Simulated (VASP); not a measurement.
Here is a VASP 6.6.1 calculation.

File INCAR:

```
SYSTEM = Si3Sn
  PREC = Accurate
  ENCUT = 600
  EDIFF = 1E-6
  ISMEAR = 0
  SIGMA = 0.1
  LREAL = .False.
  LASPH = .True.
  NELM = 80
  ALGO = Normal
  ISIF = 3
  LWAVE = .False.
  LCHARG = .False.
  GGA = PE
  IBRION = 2
  NSW = 100
  EDIFFG = -0.01
```

KPOINTS

```
regular mesh
0
Gamma
  18 18 8
  0 0 0
```

The input POSCAR:

```
Si3Sn
1.0
    3.5638822470      0.0000000000      0.0000000000
   -1.7819411235      3.0864125620      0.0000000000
    0.0000000000      0.0000000000      7.1732302596
Si Sn
3 1
Direct
    0.3333333333      0.6666666667      0.0000000000
    0.6666666667      0.3333333333      0.1944427565
    0.6666666667      0.3333333333      0.8055572435
    0.3333333333      0.6666666667      0.5000000000
```

Potentials or basis: VASP PAW PBE potentials, release 64 (Si, Sn_d).

Launch:

```console
$ cat potpaw_PBE.64/Si/POTCAR potpaw_PBE.64/Sn_d/POTCAR > POTCAR
$ mpirun -np 1 vasp_std > vasp.out
```

Problem. Estimate the band gap on the k mesh.

Solution. Zero (bands 13 and 14 overlap by 4.41 eV).

Problem. What does it give for the space group after relaxing (to 0.1 Å)?

Solution. P-6m2 (No. 187).

Problem. Predict the relaxed volume.

Solution. 19.70 Å³/atom.

Problem. Estimate the relaxed cell.

Solution. a = 3.570 Å, b = 3.570 Å, c = 7.140 Å, α = 90.00°, β = 90.00°, γ = 120.00°.

The path:
```csv
step,energy change (eV),largest force (eV/Å),pressure (GPa),volume (Å³)
1,0.0000,0.0045,-0.11,78.90
2,-0.0004,0.0394,0.08,78.75
3,-0.0004,0.0413,0.09,78.74
4,-0.0006,0.0259,-0.01,78.82
5,-0.0006,0.0155,-0.07,78.88
6,-0.0007,0.0052,0.01,78.79
```

Caveat: spin-orbit coupling is left out, which moves the levels of the heavy elements.
